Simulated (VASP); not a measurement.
# PtS2 in VASP: single point with PBE+D3(BJ)

Aim: the single point of PtS2 with PBE+D3(BJ).

Everything below comes from runs of VASP 6.6.1. Logs are shortened: lines on timing, memory, paths and dates and some standing lists are left out, and cuts for length are marked.

**1. The cell of the first run**

The cell holds a slab with vacuum, 6 atoms: a = 3.542 Å, b = 3.542 Å, c = 22.467 Å, α = 90.00°, β = 90.00°, γ = 120.00°.

**2. Single point, PBE+D3(BJ)**

File INCAR:

```
PREC = Accurate ; ENCUT = 520
EDIFF = 1E-6 ; ISMEAR = 0
SIGMA = 0.05 ; LREAL = F
LASPH = T ; NELM = 80
ALGO = Normal ; ISIF = 2
LWAVE = F ; LCHARG = F
LDIPOL = T ; IDIPOL = 3
DIPOL = 0.5 0.5 0.390 ; GGA = PE
IVDW = 12 ; NBANDS = 31
```

File KPOINTS:

```
regular mesh
0
Gamma
  9 9 1
```

File POSCAR:

```
PtS2
1.0
    3.5415278079      0.0000000000      0.0000000000
   -1.7707639039      3.0670530498      0.0000000000
    0.0000000000      0.0000000000     22.4670615492
S Pt
4 2
Direct
    0.6666666667      0.3333333333      0.2002932155
    0.3333333333      0.6666666667      0.3108341854
    0.3333333333      1.1666666667      0.4683981816
    0.6666666667      0.8333333333      0.5789391515
    0.0000000000      0.0000000000      0.2555637004
    1.0000000000      1.5000000000      0.5236686665
```

Potentials or basis: VASP PAW PBE potentials, release 64 (S, Pt).

Launch:

```
$ cat potpaw_PBE.64/S/POTCAR potpaw_PBE.64/Pt/POTCAR > POTCAR
$ mpirun -np 1 vasp_std > vasp.out
```

OUTCAR:

```text
PREC = Accurate
   ENCUT = 520
   EDIFF = 1E-6
   ISMEAR = 0
   LREAL = F
   LASPH = T
   NELM = 80
   ISIF = 2
   GGA = PE
   IVDW = 12
 IVDW          = 12

 ion  position               nearest neighbor table
   1  0.667  0.333  0.200-   5 2.39   5 2.39   5 2.39
   2  0.333  0.667  0.311-   5 2.39   5 2.39   5 2.39
   3  0.333  0.167  0.468-   6 2.39   6 2.39   6 2.39
   4  0.667  0.833  0.579-   6 2.39   6 2.39   6 2.39
   5  0.000  0.000  0.256-   1 2.39   1 2.39   1 2.39   2 2.39   2 2.39   2 2.39
   6  0.000  0.500  0.524-   3 2.39   3 2.39   3 2.39   4 2.39   4 2.39   4 2.39

  LATTYP: Found a hexagonal cell.
 ALAT       =     3.5415278079
 C/A-ratio  =     6.3438896340

  Lattice vectors:

 A1 = (   3.5415278079,   0.0000000000,   0.0000000000)
 A2 = (  -1.7707639039,   3.0670530498,   0.0000000000)
 A3 = (   0.0000000000,   0.0000000000,  22.4670615492)

Analysis of symmetry for initial positions (statically):
=====================================================================
 Subroutine PRICEL returns:
 Original cell was already a primitive cell.

 Routine SETGRP: Setting up the symmetry group for a
 hexagonal supercell.

 Subroutine GETGRP returns: Found  4 space group operations
 (whereof  2 operations were pure point group operations)
 out of a pool of 24 trial point group operations.

The static configuration has the point symmetry C_1h.
 The point group associated with its full space group is C_2v.

Analysis of symmetry for dynamics (positions and initial velocities):
=====================================================================
 Subroutine PRICEL returns:
 Original cell was already a primitive cell.

 Routine SETGRP: Setting up the symmetry group for a
 hexagonal supercell.

 Subroutine GETGRP returns: Found  4 space group operations
 (whereof  2 operations were pure point group operations)
 out of a pool of 24 trial point group operations.

The dynamic configuration has the point symmetry C_1h.
 The point group associated with its full space group is C_2v.

 Subroutine INISYM returns: Found  4 space group operations
 (whereof  2 operations are pure point group operations),
 and found     1 'primitive' translations

----------------------------------------------------------------------------------------

                                     Primitive cell

  volume of cell :     244.0384

  direct lattice vectors                    reciprocal lattice vectors
     3.541527808  0.000000000  0.000000000     0.282364012  0.163022938  0.000000000
    -1.770763904  3.067053050  0.000000000     0.000000000  0.326045877  0.000000000
     0.000000000  0.000000000 22.467061549     0.000000000  0.000000000  0.044509603

  length of vectors
     3.541527808  3.541527808 22.467061549     0.326045877  0.326045877  0.044509603

  position of ions in fractional coordinates (direct lattice)
     0.666666667  0.333333333  0.200293215
     0.333333333  0.666666667  0.310834185
     0.333333333  0.166666667  0.468398182
     0.666666667  0.833333333  0.578939152
     0.000000000  0.000000000  0.255563700
     0.000000000  0.500000000  0.523668667

  ion indices of the primitive-cell ions
   primitive index   ion index
                 1           1
                 2           2
                 3           3
                 4           4
                 5           5
                 6           6

----------------------------------------------------------------------------------------

 KPOINTS: regular mesh

Automatic generation of k-mesh.
 Grid dimensions read from file:
 generate k-points for:    9    9    1

 Generating k-lattice:

  Cartesian coordinates                     Fractional coordinates (reciprocal lattice)
     0.031373779  0.018113660  0.000000000     0.111111111 -0.000000000  0.000000000
     0.000000000  0.036227320  0.000000000     0.000000000  0.111111111  0.000000000
     0.000000000  0.000000000  0.044509603     0.000000000  0.000000000  1.000000000

  Length of vectors
     0.036227320  0.036227320  0.044509603

  Shift w.r.t. Gamma in fractional coordinates (k-lattice)
     0.000000000  0.000000000  0.000000000

 Subroutine IBZKPT returns following result:
 ===========================================

 Found     25 irreducible k-points:

 Following reciprocal coordinates:
            Coordinates               Weight
  0.000000  0.000000  0.000000      1.000000
  0.111111 -0.000000  0.000000      2.000000
  0.000000  0.111111  0.000000      4.000000
  0.222222  0.000000  0.000000      2.000000
  0.000000  0.222222  0.000000      4.000000
  0.333333 -0.000000  0.000000      2.000000
[... 16 lines left out ...]
 -0.222222 -0.444444  0.000000      4.000000
  0.444444  0.333333  0.000000      4.000000
   k-points           NKPTS =     25   k-points in BZ     NKDIM =     25   number of bands    NBANDS=     31
   number of dos      NEDOS =    301   number of ions     NIONS =      6
   total plane-waves  NPLWV = 131712
   dimension x,y,z NGX =    28 NGY =   28 NGZ =  168
   dimension x,y,z NGXF=    56 NGYF=   56 NGZF=  336
   ions per type =               4   2
   NGX,Y,Z   is equivalent  to a cutoff of  13.14, 13.14, 12.43 a.u.
   NGXF,Y,Z  is equivalent  to a cutoff of  26.29, 26.29, 24.86 a.u.
 SYSTEM =  unknown system
   PREC   = accura    normal or accurate (medium, high low for compatibility)
   ISTART =      0    job   : 0-new  1-cont  2-samecut
   ICHARG =      2    charge: 1-file 2-atom 10-const
   ISPIN  =      1    spin polarized calculation?
   LNONCOLLINEAR =      F non collinear calculations
   LSORBIT =      F    spin-orbit coupling
   LASPH  =      T    aspherical Exc in radial PAW
   ENCUT  =  520.0 eV  38.22 Ry    6.18 a.u.   6.58  6.58 41.77*2*pi/ulx,y,z
   NELM   =     80;   NELMIN=  2; NELMDL= -5     # of ELM steps
   EDIFF  = 0.1E-05   stopping-criterion for ELM
   LREAL  =      F    real-space projection
   EDIFFG = 0.1E-04   stopping-criterion for IOM
   NSW    =      0    number of steps for IOM
   IBRION =     -1    ionic relax: 0-MD 1-quasi-New 2-CG
   NFREE  =      0    steps in history (QN), initial steepest desc. (CG)
   ISIF   =      2    stress and relaxation
   ISYM   =      2    0-nonsym 1-usesym 2-fastsym
   POTIM  = 0.5000    time-step for ionic-motion
   TEBEG  =    0.0;   TEEND  =   0.0 temperature during run
   PSTRESS=    0.0 pullay stress
   NELECT =      44.0000    total number of electrons
   NUPDOWN=      -1.0000    fix difference up-down
   EMIN   =  10.00;   EMAX   =-10.00  energy-range for DOS
   EFERMI =   0.00;   METHOD = LEGACY
   ISMEAR =     0;   SIGMA  =   0.05  broadening in eV -4-tet -1-fermi 0-gaus
   EFERMI_NEDOS =   21; number of points for ismear=-14 and -15
   IALGO  =     38    algorithm
   IMIX   =      4    mixing-type and parameters
     AMIX     =   0.40;   BMIX     =  1.00
     AMIX_MAG =   1.60;   BMIX_MAG =  1.00
  volume/ion in A,a.u.               =      40.67       274.48
  Fermi-wavevector in a.u.,A,eV,Ry     =   0.924854  1.747720 11.637800  0.855354
  Thomas-Fermi vector in A             =   2.050645
   LORBIT       =      0    0 simple, 1 ext, 2 COOP (PROOUT), +10 PAW based schemes
   GGA     = PE    functional components
   LHFCALC =     F    Hartree Fock is set to
   AEXX    =    0.0000 exact exchange contribution
   IVDW    =    12    specifies the selected vdW correction
   LEPSILON=     F    determine dielectric tensor
   LRPA    =     F    only Hartree local field effects (RPA)
 non-spin polarized calculation
 Gauss-broadening in eV      SIGMA  =   0.05
  energy-cutoff  :      520.00
  volume of cell :      244.04
 maximum number of plane-waves:      6671
   NGX = 13   NGY = 13   NGZ = 83

 dipolmoment           0.000000      0.000000     -0.000008 electrons x Angstroem

 number of electron      44.0000000 magnetization

 dipolmoment           0.000000      0.000000      0.000001 electrons x Angstroem

 Free energy of the ion-electron system (eV)
  ---------------------------------------------------
  ext. energy  EPLUGINS =         0.00000000
  ---------------------------------------------------
  free energy    TOTEN  =       -30.90566499 eV

  energy without entropy =      -30.90566499  energy(sigma->0) =      -30.90566499

 E-fermi :  -0.4013     XC(G=0):  -5.4707

 val. band max:       -0.6463871180   @ k =   0.1111   0.1111   0.0000
 cond. band min:       0.8492049100   @ k =   0.2222   0.0000   0.0000
 fundamental gap:      1.4955920280
 Fermi energy:        -0.4012726507

 k-point     1 :       0.0000    0.0000    0.0000
  band No.  band energies     occupation
      1     -14.9043      2.00000
      2     -14.8715      2.00000
      3     -12.7275      2.00000
      4     -12.6486      2.00000
      5      -6.3903      2.00000
      6      -6.3895      2.00000
[... 23 lines left out ...]
     30       5.3335      0.00000
     31       5.5527      0.00000

 k-point     2 :       0.1111   -0.0000    0.0000
  band No.  band energies     occupation
      1     -14.7501      2.00000
      2     -14.7171      2.00000
      3     -12.7564      2.00000
      4     -12.6836      2.00000
      5      -6.3963      2.00000
      6      -6.3678      2.00000
[... 23 lines left out ...]
     30       5.9446      0.00000
     31       5.9972      0.00000

 k-point     3 :       0.0000    0.1111    0.0000
  band No.  band energies     occupation
      1     -14.7499      2.00000
      2     -14.7173      2.00000
      3     -12.7556      2.00000
      4     -12.6844      2.00000
      5      -6.3957      2.00000
      6      -6.3688      2.00000
[... 703 lines left out ...]
     30       7.5056      0.00000
     31       7.8987      0.00000

 k-point    24 :       0.4444    0.3333    0.0000
  band No.  band energies     occupation
      1     -13.1074      2.00000
      2     -13.0899      2.00000
      3     -12.9554      2.00000
      4     -12.9403      2.00000
      5      -6.6418      2.00000
      6      -6.6384      2.00000
[... 23 lines left out ...]
     30       7.5363      0.00000
     31       8.0214      0.00000

 [... further k-points ...]

------------------------ aborting loop because EDIFF is reached ----------------------------------------

 vacuum level on the upper side and lower side of the slab       (xc-potential included)        -0.203        -0.203

 Edisp (eV)   -1.87526

 E8    (eV) :    -0.7775

  FORCE on cell =-STRESS in cart. coord.  units (eV):
  Direction    XX          YY          ZZ          XY          YZ          ZX
  --------------------------------------------------------------------------------------
  -------------------------------------------------------------------------------------
  Total      -0.52194    -0.48391    -0.89718    -0.03294     0.00000     0.00000
  in kB      -3.42669    -3.17697    -5.89022    -0.21626     0.00000     0.00000
  external pressure =       -4.16 kB  Pullay stress =        0.00 kB

 VOLUME and BASIS-vectors are now :
 -----------------------------------------------------------------------------
  energy-cutoff  :      520.00
  volume of cell :      244.04
      direct lattice vectors                 reciprocal lattice vectors
     3.541527808  0.000000000  0.000000000     0.282364012  0.163022938  0.000000000
    -1.770763904  3.067053050  0.000000000     0.000000000  0.326045877  0.000000000
     0.000000000  0.000000000 22.467061549     0.000000000  0.000000000  0.044509603

 POSITION                                       TOTAL-FORCE (eV/Angst)
 -----------------------------------------------------------------------------------
      1.77076      1.02235      4.50000        -0.003728     -0.002152      0.041695
     -0.00000      2.04470      6.98353        -0.003593     -0.002075      0.018963
      0.88538      0.51118     10.52353        -0.003593     -0.002075     -0.018963
      0.88538      2.55588     13.00706        -0.003728     -0.002152     -0.041695
      0.00000      0.00000      5.74177         0.007321      0.004227      0.067152
     -0.88538      1.53353     11.76530         0.007321      0.004227     -0.067152
 -----------------------------------------------------------------------------------
    total drift:                               -0.000190     -0.000110      0.000022

  FREE ENERGIE OF THE ION-ELECTRON SYSTEM (eV)
  ---------------------------------------------------
  free  energy   TOTEN  =       -32.7809218188 eV

  energy  without entropy=      -32.7809218188  energy(sigma->0) =      -32.78092182

 vacuum level on the upper side and lower side of the slab         5.290         5.290
```

Run time: 2.6 min. Hardware: 1 thread of AMD EPYC 9R45 (Zen 5), shared host; peak memory 0.41 GiB.

What came out:

| Quantity | Value |
| --- | --- |
| Free energy | -32.7809 eV |
| Largest force | 0.068 eV/Å |
| Band gap on the k mesh | 1.50 eV, indirect (least direct gap 1.59 eV) |
| Dispersion energy per atom | -0.313 eV |

Forces on the atoms (eV/Å):
```
S   -0.004 -0.002  0.042
S   -0.004 -0.002  0.019
S   -0.004 -0.002 -0.019
S   -0.004 -0.002 -0.042
Pt   0.007  0.004  0.067
Pt   0.007  0.004 -0.067
```

Caveat: spin-orbit coupling is left out, which moves the levels of the heavy elements.
